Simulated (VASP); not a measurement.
Crystal: Hf2Pd2Se2Br2O3.

```xyz
11
Lattice="3.7261 0.0000 0.0000 -1.8631 3.2269 0.0000 0.0000 0.0000 17.0087" Properties=species:S:1:pos:R:3 pbc="T T T"
Hf    1.8631    1.0756   15.8835
Hf    0.0000    2.1513    1.1251
Pd    0.0000    0.0000    5.1533
Pd    0.0000    0.0000   11.8554
Se    0.0000    2.1513    3.8523
Se    1.8631    1.0756   13.1564
Br    1.8631    1.0756    6.7800
Br    0.0000    2.1513   10.2287
O     0.0000    2.1513   15.7652
O     1.8631    1.0756    1.2435
O     0.0000    0.0000    0.0000
```

Base run:

| Property | Result |
| --- | --- |
| Program | VASP 6.6.1 |
| Functional | revPBE |
| Potentials or basis | VASP PAW PBE potentials, release 64 (Hf_pv, Pd, Se, Br, O) |
| Cutoff | 520 eV |
| k mesh | 8 × 8 × 2 |
| Occupations | fermi-dirac, width 0.05 eV |
| Spin | no spin polarisation |

Its results: band gap on the k mesh zero (bands 42 and 43 overlap by 0.46 eV); pressure 1.4 GPa; largest force 0.103 eV/Å.

Question: The run is repeated on the same cell with these changes: functional from revPBE to BLYP; further incar settings from ALGO = Normal; EDIFF = 1e-07; NBANDS = 53 to ALGO = Normal; EDIFF = 1e-06; NBANDS = 53. What comes out?

Answer: Band gap on the k mesh zero (bands 42 and 43 overlap by 0.46 eV); pressure 4.8 GPa; largest force 0.435 eV/Å.

Caveats: the PAW data sets were made with another functional, which shifts forces and pressure a little; spin-orbit coupling is left out, which moves the levels of the heavy elements; this functional lacks dispersion, which binds layers or chains, so the pressure and a relaxed spacing across them are unreliable; the cell stands under pressure (at least some runs).
